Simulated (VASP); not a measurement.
# Cd (P6_3/mmc) in VASP: further runs

Cd is run at these levels: r2SCAN; tasks: single point.

Everything below comes from runs of VASP 6.6.1. Logs are shortened: lines on timing, memory, paths and dates and some standing lists are left out, and cuts for length are marked.

## Step 1: The cell of the first run

Symmetry: P6_3/mmc, No. 194, hexagonal system. The conventional cell has a = 2.843 Å, b = 2.843 Å, c = 6.208 Å, α = 90.00°, β = 90.00°, γ = 120.00°. Within 3.7 Å of Cd (site symmetry -6m2) lie 12 Cd at 2.84 to 3.51 Å.

## Step 2: Single point, r2SCAN (biaxial strain in the a-b plane: -4.0 %, then relaxed in part)

POSCAR reads:

```
Cd
1.0
    2.8433126530      0.0000000000      0.0000000000
   -1.4216563265      2.4623809884      0.0000000000
    0.0000000000      0.0000000000      6.2076521188
Cd
2
Direct
    0.3333333333      0.6666666667      0.2500000000
    0.6666666667      0.3333333333      0.7500000000
```

INCAR.step1 reads:

```
SYSTEM = Cd
ALGO = Normal
EDIFF = 1E-4
ENCUT = 520
GGA = PE
ISMEAR = 0
LASPH = .True.
LCHARG = .False.
LREAL = .False.
LWAVE = .True.
NBANDS = 19
NELM = 80
PREC = Accurate
SIGMA = 0.1
```

INCAR.step2 reads:

```
SYSTEM = Cd
ALGO = Normal
EDIFF = 1E-7
ENCUT = 520
ISIF = 2
ISMEAR = 0
ISTART = 1
LASPH = .True.
LCHARG = .False.
LMIXTAU = .True.
LREAL = .False.
LWAVE = .False.
METAGGA = R2SCAN
NBANDS = 19
NELM = 80
PREC = Accurate
SIGMA = 0.1
```

KPOINTS reads:

```
k-points
0
Gamma
  24 24 10
  0 0 0
```

Potentials or basis: VASP PAW PBE potentials, release 64 (Cd).

The run is started by

```console
> cat potpaw_PBE.64/Cd/POTCAR > POTCAR
> cp INCAR.step1 INCAR
> mpirun -np 1 vasp_std > vasp.out
> cp INCAR.step2 INCAR
> mpirun -np 1 vasp_std > vasp.out
```

OUTCAR:

```text
SYSTEM = Cd
   EDIFF = 1E-7
   ENCUT = 520
   ISIF = 2
   ISMEAR = 0
   ISTART = 1
   LASPH = .True.
   LREAL = .False.
   METAGGA = R2SCAN
   NELM = 80
   PREC = Accurate

 ion  position               nearest neighbor table
   1  0.333  0.667  0.250-   2 3.51   2 3.51   2 3.51   2 3.51   2 3.51   2 3.51
   2  0.667  0.333  0.750-   1 3.51   1 3.51   1 3.51   1 3.51   1 3.51   1 3.51

  LATTYP: Found a hexagonal cell.
 ALAT       =     2.8433126530
 C/A-ratio  =     2.1832464018

  Lattice vectors:

 A1 = (   2.8433126530,   0.0000000000,   0.0000000000)
 A2 = (  -1.4216563265,   2.4623809884,   0.0000000000)
 A3 = (   0.0000000000,   0.0000000000,   6.2076521188)

Analysis of symmetry for initial positions (statically):
=====================================================================
 Subroutine PRICEL returns:
 Original cell was already a primitive cell.

 Routine SETGRP: Setting up the symmetry group for a
 hexagonal supercell.

 Subroutine GETGRP returns: Found 24 space group operations
 (whereof 12 operations were pure point group operations)
 out of a pool of 24 trial point group operations.

The static configuration has the point symmetry D_3d.
 The point group associated with its full space group is D_6h.

Analysis of symmetry for dynamics (positions and initial velocities):
=====================================================================
 Subroutine PRICEL returns:
 Original cell was already a primitive cell.

 Routine SETGRP: Setting up the symmetry group for a
 hexagonal supercell.

 Subroutine GETGRP returns: Found 24 space group operations
 (whereof 12 operations were pure point group operations)
 out of a pool of 24 trial point group operations.

The dynamic configuration has the point symmetry D_3d.
 The point group associated with its full space group is D_6h.

 Subroutine INISYM returns: Found 24 space group operations
 (whereof 12 operations are pure point group operations),
 and found     1 'primitive' translations

----------------------------------------------------------------------------------------

                                     Primitive cell

  volume of cell :      43.4618

  direct lattice vectors                    reciprocal lattice vectors
     2.843312653  0.000000000  0.000000000     0.351702441  0.203055499  0.000000000
    -1.421656326  2.462380988  0.000000000     0.000000000  0.406110998  0.000000000
     0.000000000  0.000000000  6.207652119     0.000000000  0.000000000  0.161091501

  length of vectors
     2.843312653  2.843312653  6.207652119     0.406110998  0.406110998  0.161091501

  position of ions in fractional coordinates (direct lattice)
     0.333333333  0.666666667  0.250000000
     0.666666667  0.333333333  0.750000000

  ion indices of the primitive-cell ions
   primitive index   ion index
                 1           1
                 2           2

----------------------------------------------------------------------------------------

 KPOINTS: k-points

Automatic generation of k-mesh.
 Grid dimensions read from file:
 generate k-points for:   24   24   10

 Generating k-lattice:

  Cartesian coordinates                     Fractional coordinates (reciprocal lattice)
     0.014654268  0.008460646  0.000000000     0.041666667  0.000000000  0.000000000
     0.000000000  0.016921292  0.000000000     0.000000000  0.041666667  0.000000000
     0.000000000  0.000000000  0.016109150     0.000000000  0.000000000  0.100000000

  Length of vectors
     0.016921292  0.016921292  0.016109150

  Shift w.r.t. Gamma in fractional coordinates (k-lattice)
     0.000000000  0.000000000  0.000000000

 Subroutine IBZKPT returns following result:
 ===========================================

 Found    366 irreducible k-points:

 Following reciprocal coordinates:
            Coordinates               Weight
  0.000000  0.000000  0.000000      1.000000
  0.041667  0.000000  0.000000      6.000000
  0.083333  0.000000  0.000000      6.000000
  0.125000  0.000000  0.000000      6.000000
  0.166667  0.000000  0.000000      6.000000
  0.208333  0.000000  0.000000      6.000000
[... 16 lines left out ...]
  0.416667  0.041667  0.000000     12.000000
  0.458333  0.041667  0.000000     12.000000
 [... further k-points ...]
   k-points           NKPTS =    366   k-points in BZ     NKDIM =    366   number of bands    NBANDS=     19
   number of dos      NEDOS =    301   number of ions     NIONS =      2
   total plane-waves  NPLWV =  27648
   dimension x,y,z NGX =    24 NGY =   24 NGZ =   48
   dimension x,y,z NGXF=    48 NGYF=   48 NGZF=   96
   ions per type =               2
   NGX,Y,Z   is equivalent  to a cutoff of  14.03, 14.03, 12.85 a.u.
   NGXF,Y,Z  is equivalent  to a cutoff of  28.07, 28.07, 25.71 a.u.
 SYSTEM =  Cd
   PREC   = accura    normal or accurate (medium, high low for compatibility)
   ISTART =      1    job   : 0-new  1-cont  2-samecut
   ICHARG =      0    charge: 1-file 2-atom 10-const
   ISPIN  =      1    spin polarized calculation?
   LNONCOLLINEAR =      F non collinear calculations
   LSORBIT =      F    spin-orbit coupling
   LASPH  =      T    aspherical Exc in radial PAW
   ENCUT  =  520.0 eV  38.22 Ry    6.18 a.u.   5.29  5.29 11.54*2*pi/ulx,y,z
   NELM   =     80;   NELMIN=  2; NELMDL=  0     # of ELM steps
   EDIFF  = 0.1E-06   stopping-criterion for ELM
   LREAL  =      F    real-space projection
   EDIFFG = 0.1E-05   stopping-criterion for IOM
   NSW    =      0    number of steps for IOM
   IBRION =     -1    ionic relax: 0-MD 1-quasi-New 2-CG
   NFREE  =      0    steps in history (QN), initial steepest desc. (CG)
   ISIF   =      2    stress and relaxation
   ISYM   =      2    0-nonsym 1-usesym 2-fastsym
   POTIM  = 0.5000    time-step for ionic-motion
   TEBEG  =    0.0;   TEEND  =   0.0 temperature during run
   PSTRESS=    0.0 pullay stress
   NELECT =      24.0000    total number of electrons
   NUPDOWN=      -1.0000    fix difference up-down
   EMIN   =  10.00;   EMAX   =-10.00  energy-range for DOS
   EFERMI =   0.00;   METHOD = LEGACY
   ISMEAR =     0;   SIGMA  =   0.10  broadening in eV -4-tet -1-fermi 0-gaus
   EFERMI_NEDOS =   21; number of points for ismear=-14 and -15
   IALGO  =     38    algorithm
   IMIX   =      4    mixing-type and parameters
     AMIX     =   0.40;   BMIX     =  1.00
     AMIX_MAG =   1.60;   BMIX_MAG =  1.00
  volume/ion in A,a.u.               =      21.73       146.65
  Fermi-wavevector in a.u.,A,eV,Ry     =   1.343104  2.538098 24.543919  1.803927
  Thomas-Fermi vector in A             =   2.471204
   LORBIT       =      0    0 simple, 1 ext, 2 COOP (PROOUT), +10 PAW based schemes
   METAGGA = R2SCAN    functional components
   LHFCALC =     F    Hartree Fock is set to
   AEXX    =    0.0000 exact exchange contribution
   IVDW    =     0    specifies the selected vdW correction
   LEPSILON=     F    determine dielectric tensor
   LRPA    =     F    only Hartree local field effects (RPA)
 non-spin polarized calculation
 Gauss-broadening in eV      SIGMA  =   0.10
  energy-cutoff  :      520.00
  volume of cell :       43.46
 maximum number of plane-waves:      1190
 NGX is ok and might be reduce to    24
   NGX = 11   NGY = 11   NGZ = 23

 number of electron      23.9999990 magnetization

 Free energy of the ion-electron system (eV)
  ---------------------------------------------------
  ext. energy  EPLUGINS =         0.00000000
  ---------------------------------------------------
  free energy    TOTEN  =       -40.11895063 eV

  energy without entropy =      -40.11684716  energy(sigma->0) =      -40.11789890

 E-fermi :   2.8573     XC(G=0): -11.6838

 val. band max:        2.8534193311   @ k =   0.3750   0.1250   0.0000
 cond. band min:       2.8591406798   @ k =   0.1250   0.0417   0.3000
 fundamental gap:      0.0057213487
 Fermi energy:         2.8572656676

 k-point     1 :       0.0000    0.0000    0.0000
  band No.  band energies     occupation
      1      -7.8097      2.00000
      2      -7.7022      2.00000
      3      -6.9493      2.00000
      4      -6.9493      2.00000
      5      -6.9271      2.00000
      6      -6.9271      2.00000
[... 11 lines left out ...]
     18      21.2131      0.00000
     19      21.2131      0.00000

 k-point     2 :       0.0417    0.0000    0.0000
  band No.  band energies     occupation
      1      -7.7826      2.00000
      2      -7.6731      2.00000
      3      -6.9600      2.00000
      4      -6.9373      2.00000
      5      -6.9278      2.00000
      6      -6.9059      2.00000
[... 11 lines left out ...]
     18      20.6082      0.00000
     19      20.9807      0.00000

 k-point     3 :       0.0833    0.0000    0.0000
  band No.  band energies     occupation
      1      -7.7068      2.00000
      2      -7.5937      2.00000
      3      -6.9889      2.00000
      4      -6.9645      2.00000
      5      -6.8646      2.00000
      6      -6.8433      2.00000
[... 11 lines left out ...]
     18      19.6347      0.00000
     19      20.9324      0.00000

 k-point     4 :       0.1250    0.0000    0.0000
  band No.  band energies     occupation
      1      -7.6029      2.00000
      2      -7.4900      2.00000
      3      -7.0263      2.00000
      4      -6.9896      2.00000
      5      -6.7628      2.00000
      6      -6.7426      2.00000
[... 11 lines left out ...]
     18      18.7564      0.00000
     19      20.1730      0.00000

 k-point     5 :       0.1667    0.0000    0.0000
  band No.  band energies     occupation
      1      -7.5209      2.00000
      2      -7.4096      2.00000
      3      -7.0431      2.00000
      4      -6.9683      2.00000
      5      -6.6277      2.00000
      6      -6.6091      2.00000
[... 11 lines left out ...]
     18      17.8947      0.00000
     19      18.5448      0.00000
[... 334 lines left out ...]
      2      -7.6803      2.00000
      3      -7.1594      2.00000
      4      -6.8787      2.00000
      5      -6.5642      2.00000
      6      -6.3793      2.00000
[... 11 lines left out ...]
     18      15.2333      0.00000
     19      16.8886      0.00000

 k-point    22 :       0.3750    0.0417    0.0000
  band No.  band energies     occupation
      1      -7.8504      2.00000
      2      -7.7539      2.00000
      3      -7.2501      2.00000
      4      -6.9565      2.00000
      5      -6.4736      2.00000
      6      -6.4054      2.00000
[... 11 lines left out ...]
     18      16.0872      0.00000
     19      16.9262      0.00000

 k-point    23 :       0.4167    0.0417    0.0000
  band No.  band energies     occupation
      1      -7.9018      2.00000
      2      -7.8061      2.00000
      3      -7.3115      2.00000
      4      -7.0109      2.00000
      5      -6.4237      2.00000
      6      -6.4101      2.00000
[... 11 lines left out ...]
     18      16.6794      0.00000
     19      17.0027      0.00000

 k-point    24 :       0.4583    0.0417    0.0000
  band No.  band energies     occupation
      1      -7.9286      2.00000
      2      -7.8331      2.00000
      3      -7.3426      2.00000
      4      -7.0389      2.00000
      5      -6.4331      2.00000
      6      -6.3773      2.00000
[... 11 lines left out ...]
     18      16.5310      0.00000
     19      17.5932      0.00000

 [... further k-points ...]
[... 5 lines left out ...]
  --------------------------------------------------------------------------------------
  -------------------------------------------------------------------------------------
  Total        1.9867932      1.9867932      0.0406632     -0.0000000      0.0000000      0.0000000
  in kB       73.2412925     73.2412925      1.4990131     -0.0000000      0.0000000      0.0000000
  external PRESSURE =      49.3271993 kB  Pullay stress =       0.0000000 kB

 VOLUME and BASIS-vectors are now :
 -----------------------------------------------------------------------------
  energy-cutoff  :      520.00
  volume of cell :       43.46
      direct lattice vectors                 reciprocal lattice vectors
     2.843312653  0.000000000  0.000000000     0.351702441  0.203055499  0.000000000
    -1.421656326  2.462380988  0.000000000     0.000000000  0.406110998  0.000000000
     0.000000000  0.000000000  6.207652119     0.000000000  0.000000000  0.161091501

 POSITION                                       TOTAL-FORCE (eV/Angst)
 -----------------------------------------------------------------------------------
     -0.00000      1.64159      1.55191         0.000000      0.000000      0.000000
      1.42166      0.82079      4.65574        -0.000000      0.000000      0.000000
 -----------------------------------------------------------------------------------
    total drift:                               -0.000000      0.000000      0.000000

  FREE ENERGIE OF THE ION-ELECTRON SYSTEM (eV)
  ---------------------------------------------------
  free  energy   TOTEN  =       -40.1189506330 eV

  energy  without entropy=      -40.1168471613  energy(sigma->0) =      -40.11789890
```

Run time: 9.8 min. Hardware: 1 thread of AMD EPYC 9R45 (Zen 5), shared host; peak memory 0.33 GiB.

What came out:

```yaml
Free_energy: -40.1190 eV
Pressure: 4.9 GPa
Band_gap_on_the_k_mesh: zero (bands 12 and 13 overlap by 5.34 eV)
```

Caveat: the cell differs from its parent crystal (biaxial strain in the a-b plane: -4.0 %, then relaxed in part); the stress differs along the axes, from 0 to 7 GPa; the PAW data sets were made with another functional, which shifts forces and pressure a little.

(Continued in part 2 of 2.)

The gap in the log of VASP goes by the Fermi energy; the results here count the filled bands.